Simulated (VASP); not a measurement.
# V2Si (Fm-3m) in VASP: further runs, part 2 of 2

VASP 6.6.1.

## (3) Single point, PBE, collinear spin, ferromagnetic start

This run uses another cell than the first one, of 15.29 Å³/atom, 1.207 times its volume.

The input, INCAR:

```
PREC     = Accurate       # precision mode
ENCUT    = 520            # plane-wave cutoff, eV
EDIFF    = 1E-6           # SCF threshold, eV
ISMEAR   = 0              # smearing method
SIGMA    = 0.1            # smearing width, eV
LREAL    = False          # projectors in reciprocal space
LASPH    = True           # aspherical terms in the spheres
NELM     = 150            # most SCF steps
ALGO     = Normal         # electronic algorithm
ISIF     = 2              # what is computed and relaxed
LWAVE    = False          # write WAVECAR
LCHARG   = False          # write CHGCAR
ISPIN    = 2              # spin polarisation
MAGMOM   = 2 2 0          # initial moments
LORBIT   = 11             # projections on sites
LMAXMIX  = 4              # l up to which the mixer works
GGA      = PE             # functional
NBANDS   = 26             # bands
```

The input, KPOINTS:

```
regular mesh
0
Gamma
  6 6 6
```

The input, POSCAR:

```
V2Si
1.0
    0.0000000000      2.8414921636      2.8414921636
    2.8414921636      0.0000000000      2.8414921636
    2.8414921636      2.8414921636      0.0000000000
V Si
2 1
Direct
    0.2500000000      0.2500000000      0.2500000000
    0.7500000000      0.7500000000      0.7500000000
    0.0000000000      0.0000000000      0.0000000000
```

Potentials or basis: VASP PAW PBE potentials, release 64 (V_sv, Si).

The run is started by

```bash
$ cat potpaw_PBE.64/V_sv/POTCAR potpaw_PBE.64/Si/POTCAR > POTCAR
$ mpirun -np 1 vasp_std > vasp.out
```

OUTCAR:

```text
PREC = Accurate
   ENCUT = 520
   EDIFF = 1E-6
   ISMEAR = 0
   LREAL = False
   LASPH = True
   NELM = 150
   ISIF = 2
   ISPIN = 2
   LORBIT = 11
   GGA = PE

 ion  position               nearest neighbor table
   1  0.250  0.250  0.250-   3 2.46   3 2.46   3 2.46   3 2.46   2 2.84   2 2.84   2 2.84   2 2.84
                             2 2.84   2 2.84
   2  0.750  0.750  0.750-   3 2.46   3 2.46   3 2.46   3 2.46   1 2.84   1 2.84   1 2.84   1 2.84
                             1 2.84   1 2.84
   3  0.000  0.000  0.000-   2 2.46   2 2.46   2 2.46   1 2.46   2 2.46   1 2.46   1 2.46   1 2.46

[... 1143 lines left out ...]
  energy-cutoff  :      520.00
  volume of cell :       45.88
      direct lattice vectors                 reciprocal lattice vectors
     0.000000000  2.841492164  2.841492164    -0.175963885  0.175963885  0.175963885
     2.841492164  0.000000000  2.841492164     0.175963885 -0.175963885  0.175963885
     2.841492164  2.841492164  0.000000000     0.175963885  0.175963885 -0.175963885

 POSITION                                       TOTAL-FORCE (eV/Angst)
 -----------------------------------------------------------------------------------
      1.42075      1.42075      1.42075        -0.000000     -0.000000      0.000000
      4.26224      4.26224      4.26224         0.000000      0.000000      0.000000
      0.00000      0.00000      0.00000        -0.000000      0.000000     -0.000000
 -----------------------------------------------------------------------------------
    total drift:                               -0.000000      0.000000      0.000000

  FREE ENERGIE OF THE ION-ELECTRON SYSTEM (eV)
  ---------------------------------------------------
  free  energy   TOTEN  =       -23.2765174854 eV

  energy  without entropy=      -23.2538000508  energy(sigma->0) =      -23.26515877

 total charge

# of ion       s       p       d       tot
------------------------------------------
    1        2.271   6.195   3.073  11.539
    2        2.271   6.195   3.073  11.539
    3        0.769   1.051   0.000   1.820
--------------------------------------------------
tot          5.311  13.440   6.146  24.897

 magnetization (x)

# of ion       s       p       d       tot
------------------------------------------
    1        0.002   0.003   0.159   0.164
    2        0.002   0.003   0.159   0.164
    3       -0.002  -0.007   0.000  -0.010
--------------------------------------------------
tot          0.003  -0.001   0.318   0.319
```

OSZICAR:

```text
N       E                     dE             d eps       ncg     rms          rms(c)
DAV:   1     0.354790905375E+03    0.35479E+03   -0.17472E+04  1696   0.122E+03
DAV:   2    -0.146161314897E+02   -0.36941E+03   -0.35722E+03  1668   0.411E+02
DAV:   3    -0.264731444086E+02   -0.11857E+02   -0.11524E+02  1918   0.839E+01
DAV:   4    -0.266116656337E+02   -0.13852E+00   -0.13790E+00  1844   0.914E+00
DAV:   5    -0.266137365267E+02   -0.20709E-02   -0.20706E-02  1858   0.117E+00    0.280E+01
DAV:   6    -0.233786502729E+02    0.32351E+01   -0.17288E+01  1800   0.401E+01    0.693E+00
DAV:   7    -0.232962958323E+02    0.82354E-01   -0.24561E+00  1720   0.146E+01    0.452E+00
DAV:   8    -0.232802385564E+02    0.16057E-01   -0.36982E-02  1774   0.154E+00    0.210E+00
DAV:   9    -0.232773504024E+02    0.28882E-02   -0.86635E-03  1826   0.776E-01    0.506E-01
DAV:  10    -0.232764952909E+02    0.85511E-03   -0.27528E-03  1754   0.534E-01    0.224E-01
DAV:  11    -0.232765019605E+02   -0.66696E-05   -0.24610E-04  1732   0.934E-02    0.115E-01
DAV:  12    -0.232765167129E+02   -0.14752E-04   -0.43290E-05  1758   0.545E-02    0.229E-02
DAV:  13    -0.232765174854E+02   -0.77253E-06   -0.41241E-06  1584   0.192E-02
   1 F= -.23276517E+02 E0= -.23265159E+02  d E =-.227174E-01  mag=     0.3686
```

stdout:

```text
POSCAR found type information on POSCAR V Si
 POSCAR found :  2 types and       3 ions
 scaLAPACK will be used
 LDA part: xc-table for (Slater+PW92), standard interpolation
 POSCAR, INCAR and KPOINTS ok, starting setup
 FFT: planning ... GRIDC
 FFT: planning ... GRID_SOFT
 FFT: planning ... GRID
 WAVECAR not read
 entering main loop
```

Run time: 28 s. Hardware: 1 thread of Intel Xeon Platinum 8375C at 2.90GHz (Ice Lake), shared host; peak memory 0.19 GiB.

What came out:

| Property | Result |
| --- | --- |
| Free energy | -23.2765 eV |
| Pressure | 0.5 GPa |
| Net moment | 0.37 μB per cell |
| Site moments | V +0.16; Si -0.01 μB |
| Valence electrons inside the program's atomic spheres | V 11.54; Si 1.82 |

## (4) Single point, PBE

This run uses another cell than the first one: it holds 6 atoms, not 3.

The input, INCAR:

```
SYSTEM = V2Si
PREC = Accurate
ENCUT = 520
EDIFF = 1E-7
ISMEAR = 0
SIGMA = 0.2
LREAL = .False.
LASPH = .True.
NELM = 80
ALGO = Fast
ISIF = 2
LWAVE = .False.
LCHARG = .True.
GGA = PE
LELF = .True.
LVHAR = .True.
NBANDS = 39
```

The input, KPOINTS:

```
Automatic mesh
0
Gamma
  6 6 6
  0 0 0
```

The input, POSCAR:

```
V2Si
1.0
    0.0000000000     -2.8421550113     -2.8421550113
   -2.8421550113      0.0000000000     -2.8421550113
    2.8421550113      2.8421550113     -5.6843100226
V Si
4 2
Direct
    0.6250000000      0.6250000000      0.1250000000
    0.1250000000      0.1250000000      0.6250000000
    0.8750000000      0.8750000000      0.3750000000
    0.3750000000      0.3750000000      0.8750000000
    1.0000000000      1.0000000000      0.0000000000
    0.5000000000      0.5000000000      0.5000000000
```

Potentials or basis: VASP PAW PBE potentials, release 64 (V_sv, Si).

The run is started by

```bash
$ cat potpaw_PBE.64/V_sv/POTCAR potpaw_PBE.64/Si/POTCAR > POTCAR
$ mpirun -np 1 vasp_std > vasp.out
```

OUTCAR:

```text
SYSTEM = V2Si
   PREC = Accurate
   ENCUT = 520
   EDIFF = 1E-7
   ISMEAR = 0
   LREAL = .False.
   LASPH = .True.
   NELM = 80
   ISIF = 2
   GGA = PE

 ion  position               nearest neighbor table
   1  0.625  0.625  0.125-   5 2.46   6 2.46   5 2.46   5 2.46   4 2.84   4 2.84   3 2.84   3 2.84
                             3 2.84   4 2.84
   2  0.125  0.125  0.625-   5 2.46   6 2.46   6 2.46   6 2.46   3 2.84   3 2.84   4 2.84   3 2.84
                             4 2.84   4 2.84
   3  0.875  0.875  0.375-   6 2.46   6 2.46   5 2.46   6 2.46   1 2.84   2 2.84   1 2.84   1 2.84
                             2 2.84   2 2.84
   4  0.375  0.375  0.875-   5 2.46   5 2.46   5 2.46   6 2.46   1 2.84   2 2.84   2 2.84   2 2.84
                             1 2.84   1 2.84
   5  0.000  0.000  0.000-   1 2.46   1 2.46   1 2.46   2 2.46   3 2.46   4 2.46   4 2.46   4 2.46

   6  0.500  0.500  0.500-   2 2.46   2 2.46   1 2.46   2 2.46   3 2.46   4 2.46   3 2.46   3 2.46

  LATTYP: Found a trigonal (rhomboedric) cell.
 ALAT       =     6.9618295476
 COS(alpha) =     0.8333333333

  Lattice vectors:

 A1 = (   2.8421550113,   5.6843100226,  -2.8421550113)
 A2 = (   5.6843100226,   2.8421550113,  -2.8421550113)
 A3 = (   2.8421550113,   2.8421550113,  -5.6843100226)

Analysis of symmetry for initial positions (statically):
=====================================================================
 Subroutine PRICEL returns following result:

  LATTYP: Found a face centered cubic cell.
 ALAT       =     5.6843100226

  Lattice vectors:

 A1 = (   0.0000000000,  -2.8421550113,   2.8421550113)
 A2 = (   2.8421550113,  -2.8421550113,   0.0000000000)
 A3 = (   2.8421550113,   0.0000000000,   2.8421550113)

   2 primitive cells build up your supercell.

 Routine SETGRP: Setting up the symmetry group for a
 trigonal (rhombohedral) supercell.

 Subroutine GETGRP returns: Found 12 space group operations
 (whereof 12 operations were pure point group operations)
 out of a pool of 12 trial point group operations.

The static configuration has the point symmetry D_3d.

Analysis of symmetry for dynamics (positions and initial velocities):
=====================================================================
 Subroutine PRICEL returns following result:

  LATTYP: Found a face centered cubic cell.
 ALAT       =     5.6843100226

  Lattice vectors:

 A1 = (   0.0000000000,  -2.8421550113,   2.8421550113)
 A2 = (   2.8421550113,  -2.8421550113,   0.0000000000)
 A3 = (   2.8421550113,   0.0000000000,   2.8421550113)

   2 primitive cells build up your supercell.

 Routine SETGRP: Setting up the symmetry group for a
 trigonal (rhombohedral) supercell.

 Subroutine GETGRP returns: Found 12 space group operations
 (whereof 12 operations were pure point group operations)
 out of a pool of 12 trial point group operations.

The dynamic configuration has the point symmetry D_3d.

 Subroutine INISYM returns: Found 12 space group operations
 (whereof 12 operations are pure point group operations),
 and found     2 'primitive' translations

----------------------------------------------------------------------------------------

[... 52 lines left out ...]
  0.166667  0.000000  0.000000      6.000000
  0.333333  0.000000  0.000000      6.000000
  0.500000  0.000000  0.000000      3.000000
  0.166667  0.166667  0.000000      6.000000
  0.333333  0.166667 -0.000000     12.000000
[... 16 lines left out ...]
 -0.166667  0.500000  0.166667     12.000000
 -0.333333 -0.333333  0.166667      6.000000
 [... further k-points ...]
   k-points           NKPTS =     32   k-points in BZ     NKDIM =     32   number of bands    NBANDS=     39
   number of dos      NEDOS =    301   number of ions     NIONS =      6
   total plane-waves  NPLWV =  48600
   dimension x,y,z NGX =    30 NGY =   30 NGZ =   54
   dimension x,y,z NGXF=    60 NGYF=   60 NGZF=  108
   ions per type =               4   2
   NGX,Y,Z   is equivalent  to a cutoff of  12.41, 12.41, 12.90 a.u.
   NGXF,Y,Z  is equivalent  to a cutoff of  24.82, 24.82, 25.79 a.u.
 SYSTEM =  V2Si
   PREC   = accura    normal or accurate (medium, high low for compatibility)
   ISTART =      0    job   : 0-new  1-cont  2-samecut
   ICHARG =      2    charge: 1-file 2-atom 10-const
   ISPIN  =      1    spin polarized calculation?
   LNONCOLLINEAR =      F non collinear calculations
   LSORBIT =      F    spin-orbit coupling
   LASPH  =      T    aspherical Exc in radial PAW
   ENCUT  =  520.0 eV  38.22 Ry    6.18 a.u.   7.47  7.47 12.94*2*pi/ulx,y,z
   NELM   =     80;   NELMIN=  2; NELMDL= -5     # of ELM steps
   EDIFF  = 0.1E-06   stopping-criterion for ELM
   LREAL  =      F    real-space projection
   EDIFFG = 0.1E-05   stopping-criterion for IOM
   NSW    =      0    number of steps for IOM
   IBRION =     -1    ionic relax: 0-MD 1-quasi-New 2-CG
   NFREE  =      0    steps in history (QN), initial steepest desc. (CG)
   ISIF   =      2    stress and relaxation
   ISYM   =      2    0-nonsym 1-usesym 2-fastsym
   POTIM  = 0.5000    time-step for ionic-motion
   TEBEG  =    0.0;   TEEND  =   0.0 temperature during run
   PSTRESS=    0.0 pullay stress
   NELECT =      60.0000    total number of electrons
   NUPDOWN=      -1.0000    fix difference up-down
   EMIN   =  10.00;   EMAX   =-10.00  energy-range for DOS
   EFERMI =   0.00;   METHOD = LEGACY
   ISMEAR =     0;   SIGMA  =   0.20  broadening in eV -4-tet -1-fermi 0-gaus
   EFERMI_NEDOS =   21; number of points for ismear=-14 and -15
   IALGO  =     68    algorithm
   IMIX   =      4    mixing-type and parameters
     AMIX     =   0.40;   BMIX     =  1.00
     AMIX_MAG =   1.60;   BMIX_MAG =  1.00
  volume/ion in A,a.u.               =      15.31       103.29
  Fermi-wavevector in a.u.,A,eV,Ry     =   1.420553  2.684456 27.456166  2.017971
  Thomas-Fermi vector in A             =   2.541456
   LORBIT       =      0    0 simple, 1 ext, 2 COOP (PROOUT), +10 PAW based schemes
   GGA     = PE    functional components
   LHFCALC =     F    Hartree Fock is set to
   AEXX    =    0.0000 exact exchange contribution
   IVDW    =     0    specifies the selected vdW correction
   LEPSILON=     F    determine dielectric tensor
   LRPA    =     F    only Hartree local field effects (RPA)
 non-spin polarized calculation
 RMM-DIIS sequential band-by-band and
 Gauss-broadening in eV      SIGMA  =   0.20
  energy-cutoff  :      520.00
  volume of cell :       91.83
 maximum number of plane-waves:      2495
 NGX is ok and might be reduce to    30

 number of electron      59.9999980 magnetization

 Free energy of the ion-electron system (eV)
  ---------------------------------------------------
  ext. energy  EPLUGINS =         0.00000000
  ---------------------------------------------------
  free energy    TOTEN  =       -46.63584784 eV

  energy without entropy =      -46.50148595  energy(sigma->0) =      -46.56866689

 E-fermi :   8.5704     XC(G=0): -11.6038

 val. band max:        8.5632793066   @ k =   0.3333   0.0000   0.0000
 cond. band min:       8.5753713674   @ k =   0.3333   0.1667  -0.0000
 fundamental gap:      0.0120920608
 Fermi energy:         8.5704334244

 k-point     1 :       0.0000    0.0000    0.0000
  band No.  band energies     occupation
      1     -55.7244      2.00000
      2     -55.6791      2.00000
      3     -55.6790      2.00000
      4     -55.6349      2.00000
      5     -29.6441      2.00000
      6     -29.6425      2.00000
[... 997 lines left out ...]
     38      10.1935      0.00000
     39      10.2526      0.00000

 [... further k-points ...]

------------------------ aborting loop because EDIFF is reached ----------------------------------------

  FORCE on cell =-STRESS in cart. coord.  units (eV):
  Direction    XX          YY          ZZ          XY          YZ          ZX
  --------------------------------------------------------------------------------------
  -------------------------------------------------------------------------------------
  Total        0.1587970      0.1587970      0.1587970     -0.0049472      0.0049472      0.0049472
  in kB        2.7704459      2.7704459      2.7704459     -0.0863105      0.0863105      0.0863105
  external PRESSURE =       2.7704459 kB  Pullay stress =       0.0000000 kB

 VOLUME and BASIS-vectors are now :
 -----------------------------------------------------------------------------
  energy-cutoff  :      520.00
  volume of cell :       91.83
      direct lattice vectors                 reciprocal lattice vectors
     0.000000000 -2.842155011 -2.842155011     0.087961423 -0.263884270 -0.087961423
    -2.842155011  0.000000000 -2.842155011    -0.263884270  0.087961423 -0.087961423
     2.842155011  2.842155011 -5.684310023     0.087961423  0.087961423 -0.087961423

 POSITION                                       TOTAL-FORCE (eV/Angst)
 -----------------------------------------------------------------------------------
     -1.42108     -1.42108     -4.26323        -0.009051     -0.009051      0.009051
      1.42108      1.42108     -4.26323        -0.009051     -0.009051      0.009051
     -1.42108     -1.42108     -7.10539         0.009051      0.009051     -0.009051
      1.42108      1.42108     -7.10539         0.009051      0.009051     -0.009051
      0.00000      0.00000      0.00000        -0.000000     -0.000000     -0.000000
      0.00000      0.00000     -5.68431        -0.000000     -0.000000     -0.000000
 -----------------------------------------------------------------------------------
    total drift:                                0.000000      0.000000     -0.000000

  FREE ENERGIE OF THE ION-ELECTRON SYSTEM (eV)
  ---------------------------------------------------
  free  energy   TOTEN  =       -46.6358478420 eV

  energy  without entropy=      -46.5014859457  energy(sigma->0) =      -46.56866689
```

It took 2.8 min on 1 thread of Intel Xeon Platinum 8375C at 2.90GHz (Ice Lake), shared host; peak memory 0.26 GiB.

What came out:

```yaml
Free_energy: -46.6358 eV
Pressure: 0.3 GPa
Band_gap_on_the_k_mesh: zero (band 30 reaches 9.38 eV, above the bottom of band 31 at 8.22 eV)
```

Levels at points of the mesh, in eV from the Fermi level:
```csv
k point,band 26,band 27,band 28,band 29,band 30,band 31,band 32,band 33,band 34,band 35
"(0.00, 0.00, 0.00)",-1.98,-0.72,-0.72,0.15,0.15,0.16,0.31,0.31,0.49,1.48
"(0.50, 0.00, 0.00)",-1.66,-1.01,-1.01,-0.64,-0.64,0.15,0.15,0.40,0.40,0.96
"(0.50, 0.50, 0.00)",-1.54,-1.24,-0.72,-0.72,0.15,0.15,0.16,0.31,0.31,0.42
"(0.00, 0.00, 0.50)",-1.57,-1.57,-1.57,0.81,0.81,0.91,0.91,0.91,0.91,1.47
```

## (5) Summary

| spin | cell | smearing | gap on the mesh (eV) | pressure (GPa) | moment (μB) |
| --- | --- | --- | --- | --- | --- |
| collinear, ferromagnetic start | a = 3.774 Å, angles 60.0°, 3 atoms | gaussian 0.1 eV | none | 41.7 | 0.00 |
| collinear, ferromagnetic start | a = 4.018 Å, angles 60.0°, 3 atoms | gaussian 0.1 eV | none | 0.5 | 0.37 |
| off | a = 4.019, b = 4.019, c = 6.962 Å, angles 73.2, 73.2, 60.0°, 6 atoms | gaussian 0.2 eV | none | 0.3 | - |

Alike in all rows: task single point; level PBE; potentials or basis VASP PAW PBE potentials, release 64 (V_sv, Si); k mesh 6 × 6 × 6; cutoff (eV) 520.

Absolute energies hang on the potentials; compare differences alone.
